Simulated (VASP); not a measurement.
Write the native input for VASP 6.6.1 that does the following.

| Property | Result |
| --- | --- |
| Task | single point |
| Functional | PBE |
| Potentials or basis | VASP PAW PBE potentials, release 64 (Si) |
| Cutoff | 520 eV |
| k mesh | 6 × 6 × 2 |
| Occupations | gaussian, width 0.01 eV |
| Spin | no spin polarisation |
| Dipole correction | no |
| Further INCAR settings | ALGO = Normal; EDIFF = 1e-06; NBANDS = 26 |

The structure of Si lies in POSCAR:

```
Si
1.0
    3.8589853007      0.0000000000      0.0000000000
   -1.9294926504      3.3419793032      0.0000000000
    0.0000000000      0.0000000000     12.6760054082
Si
8
Direct
    0.0000000000      0.0000000000      0.0005003176
    0.3333333333      0.6666666667      0.2496538927
    0.0000000000      0.0000000000      0.5005003176
    0.6666666667      0.3333333333      0.7496538927
    0.0000000000      0.0000000000      0.1869996824
    0.3333333333      0.6666666667      0.4378461073
    0.0000000000      0.0000000000      0.6869996824
    0.6666666667      0.3333333333      0.9378461073
```

This isn't the form of Si at room conditions, which is diamond.

These files were run (other wordings do the same):

INCAR

```
SYSTEM = Si
PREC = Accurate
ENCUT = 520
EDIFF = 1E-6
ISMEAR = 0
SIGMA = 0.01
LREAL = .FALSE.
LASPH = .TRUE.
NELM = 80
ALGO = Normal
ISIF = 2
LWAVE = .FALSE.
LCHARG = .FALSE.
GGA = PE
NBANDS = 26
```

KPOINTS

```
Automatic mesh
0
G
  6 6 2
  0 0 0
```

Potentials or basis: VASP PAW PBE potentials, release 64 (Si).

Run with:

```bash
$ cat potpaw_PBE.64/Si/POTCAR > POTCAR
$ mpirun -np 1 vasp_std > vasp.out
```

Results of the run:

```
Pressure               : 0.0 GPa
Largest force          : 0.009 eV/Å
Band gap on the k mesh : 0.60 eV (least direct gap 1.23 eV)
```

It took 32 s on 1 thread of Intel(R) Xeon(R) 6975P-C (Granite Rapids), on a shared host, peak memory 0.27 GiB.
